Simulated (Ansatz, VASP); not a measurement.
ZnO: VASP beside Ansatz

```
Zn O
1.0
     3.28797    0.00000    0.00000
    -1.64398    2.84746    0.00000
     0.00000    0.00000    7.13044
Zn O
2 2
Direct
  0.00000 0.00000 0.25000
  0.00000 0.00000 0.75000
  0.66667 0.33333 0.75000
  0.33333 0.66667 0.25000
```

Alike in both runs: functional PBE; k mesh 9 × 9 × 4; occupations fermi-dirac, width 0.05 eV; no spin polarisation.

```csv
,VASP,Ansatz
version,VASP 6.6.1,Ansatz 0.2.0
potentials or method,"VASP PAW PBE potentials, release 64 (Zn, O)",Ansatz PAW
plane-wave cutoff (eV),520,420
valence electrons in the cell,36,36
task,single point,band structure
```

|  | VASP | Ansatz | Ansatz less VASP |
| --- | --- | --- | --- |
| gap on the k mesh at the Fermi level (eV) | 0.82 | 0.82 | 0.000 |
| least direct gap on the mesh (eV) | 0.82 | 0.82 | 0.000 |
| pressure (GPa) | 0.1 | -0.7 | -0.76 |
| traceless stress, the component that is largest in VASP (GPa) | 0.13 | 0.97 | +0.836 |

With one functional, cell and mesh, what is left measures potentials, basis and numerics.
